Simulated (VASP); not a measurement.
Set up this calculation in VASP 6.6.1, as the native input.

```
Task                   : single point
Functional             : PBEsol
Potentials or basis    : VASP PAW PBE potentials, release 64 (Si, O)
Cutoff                 : 520 eV
k mesh                 : 4 × 4 × 4
Occupations            : gaussian, width 0.05 eV
Spin                   : no spin polarisation
Dipole correction      : no
Further INCAR settings : LREAL = Auto; ALGO = Normal; EDIFF = 1e-06; NBANDS = 63
```

The structure of SiO2 lies in POSCAR:

```
SiO2
1.0
    3.4829927314     -8.1284566593      0.0000000000
    3.4829927314      8.1284566593      0.0000000000
    0.0000000000      0.0000000000      5.2514179063
Si O
6 12
Direct
    0.0102808395      0.4026121463      0.2500000000
    0.4026121463      0.0102808395      0.7500000000
    0.5973878537      0.9897191605      0.2500000000
    0.9897191605      0.5973878537      0.7500000000
    0.4430221731      0.5569778269      0.2500000000
    0.5569778269      0.4430221731      0.7500000000
    0.0000000000      0.5000000000      0.5000000000
    0.5000000000      0.0000000000      0.5000000000
    0.5000000000      0.0000000000      0.0000000000
    0.0000000000      0.5000000000      0.0000000000
    0.2099831976      0.4362740928      0.2500000000
    0.4362740928      0.2099831976      0.7500000000
    0.5637259072      0.7900168024      0.2500000000
    0.7900168024      0.5637259072      0.7500000000
    0.8307346196      0.1692653804      0.2500000000
    0.1692653804      0.8307346196      0.7500000000
    0.5000000000      0.5000000000      0.0000000000
    0.5000000000      0.5000000000      0.5000000000
```

This cell differs from its parent crystal: strain -0.0750 x Voigt [1, 0, 0, 0, 0, 0].

One way to write it, as run:

INCAR

```
SYSTEM = SiO2
  ALGO = Normal
  EDIFF = 1E-6
  ENCUT = 520
  GGA = PS
  ISIF = 2
  ISMEAR = 0
  LASPH = .TRUE.
  LCHARG = .FALSE.
  LREAL = Auto
  LWAVE = .FALSE.
  NBANDS = 63
  NELM = 100
  PREC = Accurate
  SIGMA = 0.05
```

KPOINTS

```
k-points
0
G
  4 4 4
  0 0 0
```

Potentials or basis: VASP PAW PBE potentials, release 64 (Si, O).

Run with:

```bash
$ cat potpaw_PBE.64/Si/POTCAR potpaw_PBE.64/O/POTCAR > POTCAR
$ mpirun -np 1 vasp_std > vasp.out
```

It gave:

- Pressure: 14.1 GPa
- Largest force: 4.261 eV/Å
- Band gap on the k mesh: 5.51 eV

Caveat: the cell differs from its parent crystal (strain -0.0750 x Voigt [1, 0, 0, 0, 0, 0]); the cell stands under pressure; the PAW data sets were made with another functional, which shifts forces and pressure a little.

Run time: 8.4 min on 1 thread of Intel(R) Xeon(R) 6975P-C (Granite Rapids), on a shared host, peak memory 0.56 GiB.
